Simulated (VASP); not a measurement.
A run of VASP 6.6.1 is set up as follows.

Contents of INCAR:

```
PREC     = Accurate       # precision mode
ENCUT    = 520            # plane-wave cutoff, eV
EDIFF    = 1E-6           # SCF threshold, eV
ISMEAR   = -1             # smearing method
SIGMA    = 0.05           # smearing width, eV
LREAL    = False          # projectors in reciprocal space
LASPH    = True           # aspherical terms in the spheres
NELM     = 80             # most SCF steps
ALGO     = Normal         # electronic algorithm
ISIF     = 2              # what is computed and relaxed
LWAVE    = False          # write WAVECAR
LCHARG   = False          # write CHGCAR
GGA      = RE             # functional
NBANDS   = 17             # bands
```

File KPOINTS:

```
regular mesh
0
Gamma
  7 7 7
```

File POSCAR:

```
TePb
1.0
    0.0000000000      3.3151523338      3.3151523338
    3.3151523338      0.0000000000      3.3151523338
    3.3151523338      3.3151523338      0.0000000000
Pb Te
1 1
Direct
    0.0000000000      0.0000000000      0.0000000000
    0.5000000000      0.5000000000      0.5000000000
```

Potentials or basis: VASP PAW PBE potentials, release 64 (Pb_d, Te).

Command:

```sh
$ cat potpaw_PBE.64/Pb_d/POTCAR potpaw_PBE.64/Te/POTCAR > POTCAR
$ mpirun -np 1 vasp_std > vasp.out
```

Task: What does it give for the pressure?

Result: -0.1 GPa.

Caveat: the PAW data sets were made with another functional, which shifts forces and pressure a little.
